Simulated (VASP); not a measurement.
CsPbBr3: single point with PBE

CsPbBr3:

```
Cs Pb Br
1.0
     5.94296    0.00000    0.00000
     0.00000    5.94296    0.00000
     0.00000    0.00000    5.94296
Cs Pb Br
1 1 3
Direct
  0.00000 0.00000 0.00000
  0.50000 0.50000 0.50000
  0.50000 0.50000 0.00000
  0.50000 0.00000 0.50000
  0.00000 0.50000 0.50000
```

```json
{
 "Program": "VASP 6.6.1",
 "Task": "single point",
 "Functional": "PBE",
 "Potentials or basis": "VASP PAW PBE potentials, release 64 (Cs_sv, Pb_d, Br)",
 "Cutoff": "520 eV",
 "k mesh": "4 × 4 × 4",
 "Occupations": "fermi-dirac, width 0.02 eV",
 "Spin": "no spin polarisation",
 "Dipole correction": "no",
 "Further INCAR settings": "ALGO = Normal; EDIFF = 1e-07; NBANDS = 30"
}
```

* Pressure: 0.7 GPa
* Band gap on the k mesh: 1.67 eV, direct

Levels at points of the mesh, in eV from the valence-band top:
| k point | band 18 | band 19 | band 20 | band 21 | band 22 | band 23 | band 24 | band 25 | band 26 | band 27 |
| --- | --- | --- | --- | --- | --- | --- | --- | --- | --- | --- |
| (0.00, 0.00, 0.00) | -1.92 | -1.92 | -1.82 | -1.82 | -1.82 | 3.17 | 4.32 | 4.32 | 5.06 | 5.06 |
| (0.50, 0.00, 0.00) | -2.06 | -2.04 | -1.92 | -1.92 | -1.31 | 2.64 | 4.58 | 5.20 | 5.28 | 5.31 |
| (0.50, 0.50, 0.00) | -2.13 | -2.13 | -2.07 | -1.48 | -0.64 | 2.19 | 2.19 | 4.91 | 5.31 | 5.68 |
| (0.50, 0.50, 0.50) | -2.06 | -1.47 | -1.47 | -1.47 | 0.00 | 1.67 | 1.67 | 1.67 | 4.66 | 5.34 |

It took 65 s on 1 thread of Intel(R) Xeon(R) Platinum 8259CL CPU @ 2.50GHz (Skylake/Cascade Lake) (shared host), peak memory 0.34 GiB.

Caveat: spin-orbit coupling is left out, which moves the levels of the heavy elements. A k mesh can miss the band edges.
